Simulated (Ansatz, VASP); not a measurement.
# TaN: VASP beside Ansatz

Contents of POSCAR:

```
TaN
1.0
    0.0000000000      2.1790013100      2.1790013100
    2.1790013100      0.0000000000      2.1790013100
    2.1790013100      2.1790013100      0.0000000000
Ta N
1 1
Direct
    0.5000000000      0.5000000000      0.5000000000
    0.0000000000      0.0000000000      0.0000000000
```

Contents of INCAR.step1:

```
SYSTEM = TaN
ALGO = Normal ; EDIFF = 1E-5
ENCUT = 770 ; GGA = PE
GGA_COMPAT = .FALSE. ; ISMEAR = 0
ISPIN = 2 ; LASPH = .TRUE.
LCHARG = .FALSE. ; LMAXMIX = 4
LREAL = .FALSE. ; LWAVE = .TRUE.
MAGMOM = 0 0 ; NBANDS = 20
NELM = 200 ; PREC = Accurate
SIGMA = 0.05
```

Contents of INCAR.step2:

```
SYSTEM = TaN
ALGO = Normal ; EDIFF = 1E-6
ENCUT = 770 ; GGA_COMPAT = .FALSE.
ISIF = 2 ; ISMEAR = 0
ISPIN = 2 ; ISTART = 1
LASPH = .TRUE. ; LCHARG = .TRUE.
LELF = .TRUE. ; LMAXMIX = 4
LMIXTAU = .TRUE. ; LORBIT = 11
LREAL = .FALSE. ; LVHAR = .TRUE.
LWAVE = .FALSE. ; MAGMOM = 0 0
METAGGA = R2SCAN ; NBANDS = 20
NELM = 200 ; PREC = Accurate
SIGMA = 0.05
```

KPOINTS

```
k-points
0
G
  7 7 7
  0 0 0
```

Input for Ansatz:

```yaml
crystal:
  lattice:
    - [0.0, 2.17900131, 2.17900131]
    - [2.17900131, 0.0, 2.17900131]
    - [2.17900131, 2.17900131, 0.0]
  atoms:
    - { symbol: Ta, position: [0.5, 0.5, 0.5], spin: 2.0 }
    - { symbol: "N", position: [0.0, 0.0, 0.0] }
basis:
  ecutwfc: 500
  ecutrho_ratio: 4
kpoints:
  mp_grid: { grid: [7, 7, 7] }
hamiltonian:
  xc: r2scan
  hubbard:
    sites:
      - { site: 0, l: d, u_eff: 0.0, starting_ns: [{ spin: up, occupation_matrix: s0up }, { spin: down, occupation_matrix: s0down }] }
    occupation_matrices:
      s0up:
        matrix:
          - [0.02, 0.0, 0.0, 0.0, 0.0]
          - [0.0, 0.02, 0.0, 0.0, 0.0]
          - [0.0, 0.0, 0.97, 0.0, 0.0]
          - [0.0, 0.0, 0.0, 0.97, 0.0]
          - [0.0, 0.0, 0.0, 0.0, 0.02]
      s0down:
        matrix:
          - [0.02, 0.0, 0.0, 0.0, 0.0]
          - [0.0, 0.02, 0.0, 0.0, 0.0]
          - [0.0, 0.0, 0.02, 0.0, 0.0]
          - [0.0, 0.0, 0.0, 0.02, 0.0]
          - [0.0, 0.0, 0.0, 0.0, 0.02]
    ns_hold: { iters: 12 }
scf:
  occupations: { method: gaussian, width: 0.05 }
  lower_state_search: "off"
  max_iter: 150
output:
  forces: true
  stress: true
  eigenvalues: true
  populations: true
  hubbard: { sites: [{ site: 0, l: d }] }
  write_density: true
  write_potential: true
  elf: true
  volumetric_format: npy
magnetization:
  spin_polarized: true
```

Alike in both runs: task single point; functional r2SCAN; k mesh 7 × 7 × 7; occupations gaussian, width 0.05 eV; collinear spin.

|  | VASP | Ansatz |
| --- | --- | --- |
| version | VASP 6.6.1 | Ansatz 0.2.0 |
| potentials or method | VASP PAW PBE potentials, release 64 (Ta_sv_GW, N), cutoff 770 eV | scalar-relativistic, plane waves, PAW |
| valence electrons in the cell | 18 | 18 |

Ansatz gave:

- gap on the k mesh at the Fermi level (eV): none
- pressure (GPa): 9.5

**Question.** Estimate VASP's values.

**Answer.** gap on the k mesh at the Fermi level (eV): none; pressure (GPa): 9.7.

VASP's potentials were made for PBE, not for r2SCAN. A gap of «none» marks a metal or a gap that the smearing closes. Ansatz's warnings: seeded moment not kept, specified occupation not kept, stability check not made, symmetry narrowed by occupation matrices.

Spin-orbit coupling is off throughout.
